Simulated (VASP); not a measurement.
Input of a VASP 6.6.1 run:

The input INCAR:

```
ALGO = Normal ; EDIFF = 1E-7
ENCUT = 520 ; GGA = PS
ISIF = 2 ; ISMEAR = -1
LASPH = True ; LCHARG = False
LREAL = False ; LWAVE = False
NBANDS = 16 ; NELM = 60
PREC = Accurate ; SIGMA = 0.05
```

The input KPOINTS:

```
k-points
0
Gamma
  7 7 7
```

File POSCAR:

```
CdTe
1.0
    0.0000000000      3.2678590959      3.2678590959
    3.2678590959      0.0000000000      3.2678590959
    3.2678590959      3.2678590959      0.0000000000
Te Cd
1 1
Direct
    0.7500000000      0.7500000000      0.7500000000
    0.0000000000      0.0000000000      0.0000000000
```

Potentials or basis: VASP PAW PBE potentials, release 64 (Te, Cd).

Command:

```sh
$ cat potpaw_PBE.64/Te/POTCAR potpaw_PBE.64/Cd/POTCAR > POTCAR
$ mpirun -np 1 vasp_std > vasp.out
```

**Question.** Estimate the pressure.

**Answer.** -0.7 GPa.

**Question.** What does it give for the band gap on the k mesh?

**Answer.** 0.59 eV, direct.

Caveat: the PAW data sets were made with another functional, which shifts forces and pressure a little; spin-orbit coupling is left out, which moves the levels of the heavy elements.
